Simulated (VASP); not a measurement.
# F (C2/m) in VASP: notebook

Runs on F. Level: PBEsol. Tasks: single point.

All numbers are computed with VASP 6.6.1; they aren't measurements. Logs are shortened: lines on timing, memory, paths and dates and some standing lists are left out, and cuts for length are marked.

### Step 1. The cell of the first run

It takes space group C2/m (No. 12, monoclinic). The conventional cell has a = 6.250 Å, b = 3.639 Å, c = 7.649 Å, α = 90.00°, β = 112.18°, γ = 90.00°. F (site symmetry m) has 1 F at 1.43 Å within 1.9 Å. F (site symmetry m) has 1 F at 1.43 Å within 1.9 Å.

### Step 2. Single point, PBEsol

INCAR reads:

```
ALGO = Normal
EDIFF = 1E-6
ENCUT = 520
GGA = PS
ISIF = 2
ISMEAR = 0
LASPH = T
LCHARG = F
LREAL = F
LWAVE = F
NBANDS = 22
NELM = 80
PREC = Accurate
SIGMA = 0.05
```

KPOINTS reads:

```
k-points
0
Gamma
  4 4 2
```

POSCAR reads:

```
F
1.0
    3.1158329826     -1.8197093823     -0.2403199194
    3.1158329826      1.8197093823     -0.2403199194
   -2.3342081709      0.0000000000      7.2838500923
F
4
Direct
    0.0848459664      0.0848459664      0.0940038325
    0.9151540336      0.9151540336      0.9059961675
    0.5015719855      0.5015719855      0.5937195244
    0.4984280145      0.4984280145      0.4062804756
```

Potentials or basis: VASP PAW PBE potentials, release 64 (F).

Command:

```sh
$ cat potpaw_PBE.64/F/POTCAR > POTCAR
$ mpirun -np 1 vasp_std > vasp.out
```

OUTCAR:

```text
EDIFF = 1E-6
   ENCUT = 520
   GGA = PS
   ISIF = 2
   ISMEAR = 0
   LASPH = T
   LREAL = F
   NELM = 80
   PREC = Accurate

 ion  position               nearest neighbor table
   1  0.085  0.085  0.094-   2 1.43
   2  0.915  0.915  0.906-   1 1.43
   3  0.502  0.502  0.594-   4 1.43
   4  0.498  0.498  0.406-   3 1.43

  LATTYP: Found a base centered monoclinic cell.
 ALAT       =     6.2501740261
 B/A-ratio  =     0.5822907889
 C/A-ratio  =     1.2237619863
 COS(beta)  =    -0.3775041882

  Lattice vectors:

 A1 = (   3.1158329826,  -1.8197093823,  -0.2403199194)
 A2 = (   3.1158329826,   1.8197093823,  -0.2403199194)
 A3 = (  -2.3342081709,   0.0000000000,   7.2838500923)

Analysis of symmetry for initial positions (statically):
=====================================================================
 Subroutine PRICEL returns:
 Original cell was already a primitive cell.

 Routine SETGRP: Setting up the symmetry group for a
 base centered monoclinic supercell.

 Subroutine GETGRP returns: Found  4 space group operations
 (whereof  4 operations were pure point group operations)
 out of a pool of  4 trial point group operations.

The static configuration has the point symmetry C_2h.

Analysis of symmetry for dynamics (positions and initial velocities):
=====================================================================
 Subroutine PRICEL returns:
 Original cell was already a primitive cell.

 Routine SETGRP: Setting up the symmetry group for a
 base centered monoclinic supercell.

 Subroutine GETGRP returns: Found  4 space group operations
 (whereof  4 operations were pure point group operations)
 out of a pool of  4 trial point group operations.

The dynamic configuration has the point symmetry C_2h.

 Subroutine INISYM returns: Found  4 space group operations
 (whereof  4 operations are pure point group operations),
 and found     1 'primitive' translations

----------------------------------------------------------------------------------------

                                     Primitive cell

[... 76 lines left out ...]
   ICHARG =      2    charge: 1-file 2-atom 10-const
   ISPIN  =      1    spin polarized calculation?
   LNONCOLLINEAR =      F non collinear calculations
   LSORBIT =      F    spin-orbit coupling
   LASPH  =      T    aspherical Exc in radial PAW
   ENCUT  =  520.0 eV  38.22 Ry    6.18 a.u.   6.72  6.72 14.22*2*pi/ulx,y,z
   NELM   =     80;   NELMIN=  2; NELMDL= -5     # of ELM steps
   EDIFF  = 0.1E-05   stopping-criterion for ELM
   LREAL  =      F    real-space projection
   EDIFFG = 0.1E-04   stopping-criterion for IOM
   NSW    =      0    number of steps for IOM
   IBRION =     -1    ionic relax: 0-MD 1-quasi-New 2-CG
   NFREE  =      0    steps in history (QN), initial steepest desc. (CG)
   ISIF   =      2    stress and relaxation
   ISYM   =      2    0-nonsym 1-usesym 2-fastsym
   POTIM  = 0.5000    time-step for ionic-motion
   TEBEG  =    0.0;   TEEND  =   0.0 temperature during run
   PSTRESS=    0.0 pullay stress
   NELECT =      28.0000    total number of electrons
   NUPDOWN=      -1.0000    fix difference up-down
   EMIN   =  10.00;   EMAX   =-10.00  energy-range for DOS
   EFERMI =   0.00;   METHOD = LEGACY
   ISMEAR =     0;   SIGMA  =   0.05  broadening in eV -4-tet -1-fermi 0-gaus
   EFERMI_NEDOS =   21; number of points for ismear=-14 and -15
   IALGO  =     38    algorithm
   IMIX   =      4    mixing-type and parameters
     AMIX     =   0.40;   BMIX     =  1.00
     AMIX_MAG =   1.60;   BMIX_MAG =  1.00
  volume/ion in A,a.u.               =      20.14       135.90
  Fermi-wavevector in a.u.,A,eV,Ry     =   1.151052  2.175173 18.026635  1.324920
  Thomas-Fermi vector in A             =   2.287712
   LORBIT       =      0    0 simple, 1 ext, 2 COOP (PROOUT), +10 PAW based schemes
   GGA     = PS    functional components
   LHFCALC =     F    Hartree Fock is set to
   AEXX    =    0.0000 exact exchange contribution
   IVDW    =     0    specifies the selected vdW correction
   LEPSILON=     F    determine dielectric tensor
   LRPA    =     F    only Hartree local field effects (RPA)
 non-spin polarized calculation
 Gauss-broadening in eV      SIGMA  =   0.05
  energy-cutoff  :      520.00
  volume of cell :       80.56
 maximum number of plane-waves:      2186
 NGX is ok and might be reduce to    28
   NGX = 13   NGY = 13   NGZ = 29

 number of electron      28.0000002 magnetization

 Free energy of the ion-electron system (eV)
  ---------------------------------------------------
  ext. energy  EPLUGINS =         0.00000000
  ---------------------------------------------------
  free energy    TOTEN  =        -7.78974492 eV

  energy without entropy =       -7.78974492  energy(sigma->0) =       -7.78974492

 E-fermi :  -5.7924     XC(G=0):  -6.5787

 val. band max:       -6.0672836431   @ k =   0.5000   0.5000   0.0000
 cond. band min:      -3.3336194105   @ k =   0.0000   0.0000   0.0000
 fundamental gap:      2.7336642327
 Fermi energy:        -5.7923943392

 k-point     1 :       0.0000    0.0000    0.0000
  band No.  band energies     occupation
      1     -30.6987      2.00000
      2     -30.5427      2.00000
      3     -24.5869      2.00000
      4     -24.3611      2.00000
      5     -12.4793      2.00000
      6     -11.9507      2.00000
[... 339 lines left out ...]
     21       8.7008      0.00000
     22       8.8375      0.00000

------------------------ aborting loop because EDIFF is reached ----------------------------------------

  FORCE on cell =-STRESS in cart. coord.  units (eV):
  Direction    XX          YY          ZZ          XY          YZ          ZX
  --------------------------------------------------------------------------------------
  -------------------------------------------------------------------------------------
  Total       -0.4819196     -0.2682875     -1.6167836      0.0000000      0.0000000     -0.1025240
  in kB       -9.5848933     -5.3359668    -32.1561896      0.0000000      0.0000000     -2.0390995
  external PRESSURE =     -15.6923499 kB  Pullay stress =       0.0000000 kB

 VOLUME and BASIS-vectors are now :
 -----------------------------------------------------------------------------
  energy-cutoff  :      520.00
  volume of cell :       80.56
      direct lattice vectors                 reciprocal lattice vectors
     3.115832983 -1.819709382 -0.240319919     0.164537593 -0.274769150  0.052728295
     3.115832983  1.819709382 -0.240319919     0.164537593  0.274769150  0.052728295
    -2.334208171  0.000000000  7.283850092     0.010857352  0.000000000  0.140769415

 POSITION                                       TOTAL-FORCE (eV/Angst)
 -----------------------------------------------------------------------------------
      0.30931      0.00000      0.64393        -0.230544      0.000000     -0.473896
      3.58815      0.00000      6.15928         0.230544      0.000000      0.473896
      1.73976      0.00000      4.08349         0.162318      0.000000     -0.513020
      2.15769      0.00000      2.71972        -0.162318      0.000000      0.513020
 -----------------------------------------------------------------------------------
    total drift:                                0.000000      0.000000     -0.000000

  FREE ENERGIE OF THE ION-ELECTRON SYSTEM (eV)
  ---------------------------------------------------
  free  energy   TOTEN  =        -7.7897449192 eV

  energy  without entropy=       -7.7897449192  energy(sigma->0) =       -7.78974492
```

OSZICAR:

```text
N       E                     dE             d eps       ncg     rms          rms(c)
DAV:   1     0.184477763481E+03    0.18448E+03   -0.14821E+04   616   0.114E+03
DAV:   2     0.618801605420E+00   -0.18386E+03   -0.17746E+03   858   0.284E+02
DAV:   3    -0.945962998831E+01   -0.10078E+02   -0.10030E+02   706   0.660E+01
DAV:   4    -0.952507429989E+01   -0.65444E-01   -0.65441E-01   670   0.615E+00
DAV:   5    -0.952550778133E+01   -0.43348E-03   -0.43347E-03   718   0.472E-01    0.111E+01
DAV:   6    -0.823806133977E+01    0.12874E+01   -0.44145E-01   640   0.665E+00    0.630E+00
DAV:   7    -0.779144331313E+01    0.44662E+00   -0.60079E-01   628   0.732E+00    0.677E-01
DAV:   8    -0.778954837005E+01    0.18949E-02   -0.78097E-02   670   0.198E+00    0.119E-01
DAV:   9    -0.778963631527E+01   -0.87945E-04   -0.96773E-04   694   0.238E-01    0.697E-02
DAV:  10    -0.778974190309E+01   -0.10559E-03   -0.27125E-04   652   0.135E-01    0.258E-02
DAV:  11    -0.778974525346E+01   -0.33504E-05   -0.30316E-05   682   0.540E-02    0.666E-03
DAV:  12    -0.778974491916E+01    0.33430E-06   -0.40787E-06   676   0.180E-02
   1 F= -.77897449E+01 E0= -.77897449E+01  d E =-.658353E-16
```

stdout:

```text
POSCAR found type information on POSCAR F
 POSCAR found :  1 types and       4 ions
 scaLAPACK will be used
 -----------------------------------------------------------------------------
|                                                                             |
|                                                                             |
|     You enforced a specific xc type in the INCAR file but a different       |
|     I HOPE YOU KNOW WHAT YOU ARE DOING!                                     |
|                                                                             |
 -----------------------------------------------------------------------------

 LDA part: xc-table for (Slater+PW92), standard interpolation
 POSCAR, INCAR and KPOINTS ok, starting setup
 FFT: planning ... GRIDC
 FFT: planning ... GRID_SOFT
 FFT: planning ... GRID
 WAVECAR not read
 entering main loop
```

Run time: 15 s. Hardware: 1 thread of Intel Xeon Platinum 8488C (Sapphire Rapids), shared host; peak memory 0.18 GiB.

Results:

```yaml
Free_energy: -7.7897 eV
Pressure: -1.6 GPa
Largest_force: 0.538 eV/Å
Band_gap_on_the_k_mesh: 2.73 eV, indirect (least direct gap 2.81 eV)
```

Forces in eV/Å, atoms in the order of the input:
```
F   -0.231  0.000 -0.474
F    0.231  0.000  0.474
F    0.162  0.000 -0.513
F   -0.162  0.000  0.513
```

Levels at points of the mesh, in eV from the valence-band top:
| k point | band 10 | band 11 | band 12 | band 13 | band 14 | band 15 | band 16 | band 17 | band 18 | band 19 |
| --- | --- | --- | --- | --- | --- | --- | --- | --- | --- | --- |
| (0.00, 0.00, 0.00) | -3.24 | -0.29 | -0.16 | -0.10 | -0.07 | 2.73 | 3.44 | 8.65 | 11.08 | 11.89 |
| (0.50, 0.00, 0.00) | -3.32 | -0.33 | -0.26 | -0.25 | -0.14 | 3.11 | 3.20 | 12.43 | 12.57 | 14.04 |
| (0.50, 0.50, 0.00) | -3.31 | -0.31 | -0.26 | -0.17 | 0.00 | 3.06 | 3.19 | 12.82 | 13.01 | 13.14 |
| (0.00, 0.00, 0.50) | -3.24 | -0.26 | -0.16 | -0.14 | -0.07 | 3.03 | 3.12 | 9.45 | 9.47 | 14.52 |
| (0.50, 0.00, 0.50) | -3.29 | -0.42 | -0.29 | -0.18 | -0.06 | 2.95 | 3.33 | 12.34 | 13.15 | 13.42 |
| (0.50, 0.50, 0.50) | -3.36 | -0.34 | -0.22 | -0.17 | -0.08 | 3.10 | 3.19 | 12.44 | 12.55 | 14.55 |

Caveat: the k points lie up to 0.51 Å⁻¹ apart; the PAW data sets were made with another functional, which shifts forces and pressure a little. As with any semilocal functional, this PBEsol gap is likely too small.

[end of part 1 of 4]
